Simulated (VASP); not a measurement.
# BaY (L10 type): single point with PBEsol+U

Crystal: BaY (L10 type).

```
Ba Y
1.0
     3.90388    0.00000    0.00000
     0.00000    3.90388    0.00000
     0.00000    0.00000    5.85551
Ba Y
1 1
Direct
  0.00000 0.00000 0.00000
  0.50000 0.50000 0.50000
```

* Program: VASP 6.6.1
* Task: single point
* Functional: PBEsol
* Potentials or basis: VASP PAW PBE potentials, release 64 (Ba_sv, Y_sv)
* Cutoff: 520 eV
* k mesh: 11 × 11 × 8
* Occupations: fermi-dirac, width 0.03 eV
* Spin: no spin polarisation
* Hubbard terms: Y d U = 1.0 eV
* Dipole correction: no
* Further INCAR settings: ALGO = Normal; EDIFF = 1e-06; NBANDS = 18

The pressure is -1.4 GPa. The band gap on the k mesh is zero (an odd number of electrons rules out a gap without spin polarisation).

Stress tensor (GPa, compression positive):
```
-1.39  0.00  0.00
 0.00 -1.39  0.00
 0.00  0.00 -1.47
```

Levels at points of the mesh, in eV from the Fermi level:
```tsv
k point	band 8	band 9	band 10	band 11	band 12	band 13
(0.00, 0.00, 0.00)	-12.93	-3.82	-1.19	-0.44	1.60	1.76
(0.00, 0.00, 0.50)	-12.94	-2.64	-1.81	0.08	0.68	1.11
```

Eigenvalues of the final occupation matrices:
```
    site  spin  trace               eigenvalues
site 2 d     1   0.37  0.07 0.07 0.07 0.07 0.09
site 2 d     2   0.37  0.07 0.07 0.07 0.07 0.09
```

It took 60 s on 1 thread of Intel(R) Xeon(R) 6975P-C (Granite Rapids) (shared host), peak memory 0.34 GiB.

Caveat: the PAW data sets were made with another functional, which shifts forces and pressure a little; spin-orbit coupling is left out, which moves the levels of the heavy elements; U without spin polarisation on a metal has little footing; the U is typed as a test and isn't derived for this compound.
